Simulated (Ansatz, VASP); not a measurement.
## H in VASP and in Ansatz

File INCAR:

```
PREC = Accurate ; ENCUT = 500
EDIFF = 1E-6 ; ISMEAR = 0
SIGMA = 0.02 ; LREAL = False
LASPH = True ; NELM = 120
ALGO = Normal ; ISIF = 2
LWAVE = False ; LCHARG = True
GGA = CA ; LELF = True
LVHAR = True ; NBANDS = 10
GGA_COMPAT = False
```

KPOINTS

```
Automatic mesh
0
Gamma
  8 8 4
```

Contents of POSCAR:

```
H
1.0
    1.6478889326     -2.7306228716      0.0000000000
    1.6478889326      2.7306228716      0.0000000000
    0.0000000000      0.0000000000      6.3113062502
H
4
Direct
    0.5678085000      0.4321915000      0.9995149500
    0.4321915000      0.5678085000      0.0004850500
    0.4321915000      0.5678085000      0.4995149500
    0.5678085000      0.4321915000      0.5004850500
```

Input for Ansatz:

```yaml
crystal:
  lattice:
    - [1.6478889326, -2.7306228716, 0.0]
    - [1.6478889326, 2.7306228716, 0.0]
    - [0.0, 0.0, 6.3113062502]
  atoms:
    - { symbol: H, position: [0.5678085, 0.4321915, 0.99951495] }
    - { symbol: H, position: [0.4321915, 0.5678085, 0.00048505] }
    - { symbol: H, position: [0.4321915, 0.5678085, 0.49951495] }
    - { symbol: H, position: [0.5678085, 0.4321915, 0.50048505] }
basis:
  ecutwfc: 420
kpoints:
  mp_grid: { grid: [8, 8, 4] }
hamiltonian:
  xc: lda
scf:
  occupations: { method: gaussian, width: 0.02 }
output:
  forces: true
  stress: true
  eigenvalues: true
```

Alike in both runs: task single point; functional LDA; k mesh 8 × 8 × 4; occupations gaussian, width 0.02 eV; no spin polarisation.

```csv
,VASP,Ansatz
version,VASP 6.6.1,Ansatz 0.2.0
potentials or method,"VASP PAW LDA potentials, release 64 (H), cutoff 500 eV","scalar-relativistic, plane waves, PAW"
valence electrons in the cell,4,4
```

|  | VASP | Ansatz | Ansatz less VASP |
| --- | --- | --- | --- |
| gap on the k mesh at the Fermi level (eV) | 7.80 | 7.80 | +0.006 |
| least direct gap on the mesh (eV) | 7.81 | 7.81 | +0.006 |
| pressure (GPa) | 0.7 | 0.9 | +0.20 |
| traceless stress, the component that is largest in VASP (GPa) | 2.55 | 2.55 | 0.000 |
| rms of the force components (eV/Å) | 0.573 | 0.567 | -0.0067 |

LDA's correlation is that of Perdew and Zunger in VASP and of Perdew and Wang (1992) in Ansatz. Atom by atom the forces differ by 0.007 eV/Å (rms over components).
